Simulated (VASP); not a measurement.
Runs of VASP 6.6.1 on HfO2. The structure is that of space group P4_2/mnm (No. 136), or close to it. The cells are those of the table. 

| cell | gap on the mesh (eV) | pressure (GPa) | largest force (eV/Å) |
| --- | --- | --- | --- |
| a = 4.983, b = 4.983, c = 3.317 Å, 6 atoms | 4.11 | -19.9 | 0.31 |
| a = 4.838, b = 4.838, c = 3.317 Å, 6 atoms | 4.35 | -10.5 | 0.25 |
| a = 4.983, b = 4.983, c = 3.124 Å, 6 atoms | 4.33 | -6.5 | 0.05 |
| a = 4.983, b = 4.983, c = 3.220 Å, 6 atoms | (b) | (a) | 0.19 |

Alike in all rows: task single point; level r2SCAN; potentials or basis VASP PAW PBE potentials, release 64 (Hf_pv, O); no spin polarisation; k mesh 6 × 6 × 8; cutoff (eV) 520; smearing gaussian 0.05 eV.

Q: Fill in the values left out.

A: (a) -14.0; (b) 4.23.

Caveats: the PAW data sets were made with another functional, which shifts forces and pressure a little; spin-orbit coupling is left out, which moves the levels of the heavy elements; the stress differs along the axes, from -24 to -18 GPa (at least some runs); the stress differs along the axes, from -18 to -7 GPa (at least some runs); the stress differs along the axes, from -12 to 4 GPa (at least some runs); the cell stands under tension (at least some runs).

A k mesh can miss the band edges, and the runs leave out spin-orbit coupling on Hf.
